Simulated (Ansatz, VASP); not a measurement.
**Two plane-wave programs on AlN**

File POSCAR:

```
AlN
1.0
    0.0587843221      2.1781144422      2.1781144422
    2.1781144422      0.0587843221      2.1781144422
    2.1781144422      2.1781144422      0.0587843221
Al N
1 1
Direct
    0.0019441439      0.0019441439      0.0019441439
    0.2480558561      0.2480558561      0.2480558561
```

Contents of INCAR.step1:

```
PREC = Accurate
ENCUT = 520
ISMEAR = 0
SIGMA = 0.01
LREAL = False
LASPH = True
NELM = 100
NBANDS = 11
GGA = PE
ALGO = Normal
EDIFF = 1E-4
LWAVE = True
LCHARG = False
```

Contents of INCAR.step2:

```
PREC = Accurate
ENCUT = 520
EDIFF = 1E-6
ISMEAR = 0
SIGMA = 0.01
LREAL = False
LASPH = True
NELM = 100
ALGO = Normal
ISIF = 2
LWAVE = False
LCHARG = False
METAGGA = R2SCAN
LMIXTAU = True
NBANDS = 11
ISTART = 1
```

The input KPOINTS:

```
Automatic mesh
0
Gamma
  10 10 10
```

Input for Ansatz:

```yaml
crystal:
  lattice:
    - [0.0587843221, 2.1781144422, 2.1781144422]
    - [2.1781144422, 0.0587843221, 2.1781144422]
    - [2.1781144422, 2.1781144422, 0.0587843221]
  atoms:
    - { symbol: Al, position: [0.0019441439, 0.0019441439, 0.0019441439] }
    - { symbol: "N", position: [0.2480558561, 0.2480558561, 0.2480558561] }
kpoints:
  mp_grid: { grid: [10, 10, 10] }
  band_path:
    path:
      - [0.0, 0.0, 0.0]
      - [-0.5, -0.5, 0.0]
      - [-0.375, -0.375, 0.25]
      - [-0.375, 0.0, 0.375]
      - [0.0, 0.0, 0.5]
      - [-0.5, -0.25, 0.25]
      - [0.0, 0.5, 0.5]
    npoints: 1
hamiltonian:
  xc: r2scan
scf:
  occupations: { method: fixed }
  n_extra_bands: 4
output:
  forces: true
  stress: true
  eigenvalues: true
  write_density: true
  write_potential: true
  elf: true
  volumetric_format: npy
```

Change from the starting cell: epitaxial_111 strain -3.0%.

Alike in both runs: task single point; functional r2SCAN; k mesh 10 × 10 × 10; no spin polarisation.

```csv
,VASP,Ansatz
version,VASP 6.6.1,Ansatz 0.2.0
potentials or method,"VASP PAW PBE potentials, release 64 (Al, N)","plane waves, PAW"
plane-wave cutoff (eV),520,500
occupations,"gaussian, width 0.01 eV",fixed
valence electrons in the cell,8,8
```

```csv
,VASP,Ansatz,Ansatz less VASP
gap on the k mesh at the Fermi level (eV),3.80,3.81,+0.010
pressure (GPa),11.4,11.7,+0.34
"traceless stress, the component that is largest in VASP (GPa)",-5.95,-5.88,+0.062
rms of the force components (eV/Å),0.004,0.000,-0.0035
```

VASP's potentials were made for PBE, not for r2SCAN. Atom by atom the forces differ by 0.003 eV/Å (rms over components).
